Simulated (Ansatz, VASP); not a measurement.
In2Rh: VASP beside Ansatz

```
CELL_PARAMETERS angstrom
2.73092 0.00000 0.00000
-1.36546 2.36504 0.00000
0.00000 0.00000 13.33200
ATOMIC_POSITIONS crystal
In 0.33333 0.66667 0.89683
In 0.33333 0.66667 0.10317
Rh 0.00000 0.00000 0.00000
```

Change from the starting cell: species swapped into the Te2W type (P-6m2, No. 187).

Alike in both runs: task single point; functional PBE; k mesh 6 × 6 × 2; occupations gaussian, width 0.1 eV; no spin polarisation.

|  | VASP | Ansatz |
| --- | --- | --- |
| version | VASP 6.6.1 | Ansatz 0.2.0 |
| potentials or method | VASP PAW PBE potentials, release 64 (In_d, Rh_pv), cutoff 520 eV | scalar-relativistic, plane waves, PAW |
| valence electrons in the cell | 41 | 43 |

|  | VASP | Ansatz | Ansatz less VASP |
| --- | --- | --- | --- |
| gap on the k mesh at the Fermi level (eV) | none | none | - |
| rms of the force components (eV/Å) | 13.173 | 13.066 | -0.1070 |

Atom by atom the forces differ by 0.107 eV/Å (rms over components). A gap of «none» marks a metal or a gap that the smearing closes. The functional is the same, so the differences come from potentials, cutoffs and numerics. VASP's potentials hold 41 valence electrons a cell and Ansatz's 43, so a difference there can come from the potentials and not from the codes.

The k mesh is coarse, so the values compare programs but aren't converged. Noted on VASP's run: the cell as given lies far from equilibrium.
